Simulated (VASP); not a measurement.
## MgHgSe2: single point with PBE

Crystal: MgHgSe2.

```
Mg Se Hg
1.0
     4.35393    0.00000    0.00000
     0.00000    4.35393    0.00000
     0.00000    0.00000    6.05621
Mg Se Hg
1 2 1
Cartesian
  0.0000 0.0000 0.0000
  0.0000 2.1770 1.4244
  2.1770 0.0000 4.6319
  2.1770 2.1770 3.0281
```

* Program: VASP 6.6.1
* Task: single point
* Functional: PBE
* Potentials or basis: VASP PAW PBE potentials, release 64 (Mg, Se, Hg)
* Cutoff: 520 eV
* k mesh: 6 × 6 × 4
* Occupations: gaussian, width 0.01 eV
* Spin: no spin polarisation
* Dipole correction: no
* Further INCAR settings: ALGO = Normal; EDIFF = 1e-06; NBANDS = 21

```json
{
  "Pressure": "0.1 GPa",
  "Largest force": "0.037 eV/Å",
  "Band gap on the k mesh": "0.56 eV"
}
```

Forces on the atoms (eV/Å):
```
Mg   0.000  0.000  0.000
Se   0.000  0.000 -0.037
Se   0.000  0.000  0.037
Hg   0.000  0.000  0.000
```

Levels at points of the mesh, in eV from the valence-band top:
```tsv
k point	band 9	band 10	band 11	band 12	band 13	band 14	band 15	band 16	band 17	band 18
(0.00, 0.00, 0.00)	-1.74	-1.74	-0.19	0.00	0.00	0.56	3.48	3.86	6.22	6.22
(0.50, 0.00, 0.00)	-2.77	-1.86	-1.73	-1.03	-0.47	3.00	4.60	5.52	5.93	6.61
(0.50, 0.50, 0.00)	-3.10	-1.70	-1.54	-1.54	-1.45	2.40	3.28	3.28	5.09	8.90
(0.00, 0.00, 0.50)	-1.61	-1.33	-1.33	-0.56	-0.56	2.71	3.71	4.26	4.74	7.50
(0.50, 0.00, 0.50)	-3.62	-1.03	-0.78	-0.46	-0.37	1.53	3.50	6.14	6.25	6.70
(0.50, 0.50, 0.50)	-3.16	-2.27	-1.89	-1.89	-1.80	3.95	5.26	5.26	6.35	6.73
```

Wall time 100 s on 1 thread of Intel Xeon 8259CL, on a shared host, peak memory 0.26 GiB.

Caveat: spin-orbit coupling is left out, which moves the levels of the heavy elements.
